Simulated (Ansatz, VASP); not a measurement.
**One calculation of BaS, two programs**

INCAR

```
PREC = Accurate
ENCUT = 520
EDIFF = 1E-8
ISMEAR = -1
SIGMA = 0.02
LREAL = False
LASPH = True
NELM = 80
ALGO = Normal
ISIF = 2
LWAVE = False
LCHARG = False
GGA = PE
LEFG = True
NBANDS = 15
```

KPOINTS

```
Automatic mesh
0
Gamma
  8 8 8
```

File POSCAR:

```
BaS
1.0
    0.0638750000      3.2256875000      3.2256875000
    3.2256875000      0.0638750000      3.2256875000
    3.2256875000      3.2256875000      0.0638750000
Ba S
1 1
Direct
    0.0000000000      0.0000000000      0.0000000000
    0.5000000000      0.5000000000      0.5000000000
```

Input for Ansatz:

```yaml
crystal:
  lattice:
    - [0.063875, 3.2256875, 3.2256875]
    - [3.2256875, 0.063875, 3.2256875]
    - [3.2256875, 3.2256875, 0.063875]
  atoms:
    - { symbol: Ba, position: [0.0, 0.0, 0.0] }
    - { symbol: S, position: [0.5, 0.5, 0.5] }
kpoints:
  mp_grid: { grid: [8, 8, 8] }
scf:
  occupations: { method: fermi_dirac, width: 0.02 }
hamiltonian:
  xc: pbe
  pseudopotentials: { kind: all_electron, datasets: crystal }
output:
  forces: true
  stress: true
  eigenvalues: true
  efg: { contact_densities: true }
```

Change from the starting cell: equal xy, yz and zx shear strains of +2 %, crystal datasets.

Alike in both runs: task electric field gradients; functional PBE; k mesh 8 × 8 × 8; occupations fermi-dirac, width 0.02 eV; no spin polarisation.

```csv
,VASP,Ansatz
version,VASP 6.6.1,Ansatz 0.2.0
potentials or method,"VASP PAW PBE potentials, release 64 (Ba_sv, S), cutoff 520 eV","all-electron PAW with datasets made for the crystal, scalar-relativistic"
```

|  | VASP | Ansatz | Ansatz less VASP |
| --- | --- | --- | --- |
| gap on the k mesh at the Fermi level (eV) | 2.08 | 2.18 | +0.099 |
| pressure (GPa) | 1.4 | 0.8 | -0.60 |
| traceless stress, the component that is largest in VASP (GPa) | -0.39 | -0.39 | 0.000 |
| size of Vzz on the site where it differs most (V/Å²) | 14.6 | 14.5 | -0.11 |

Ansatz ran all-electron here, and VASP with PAW potentials.

Neither program's run includes spin-orbit coupling.
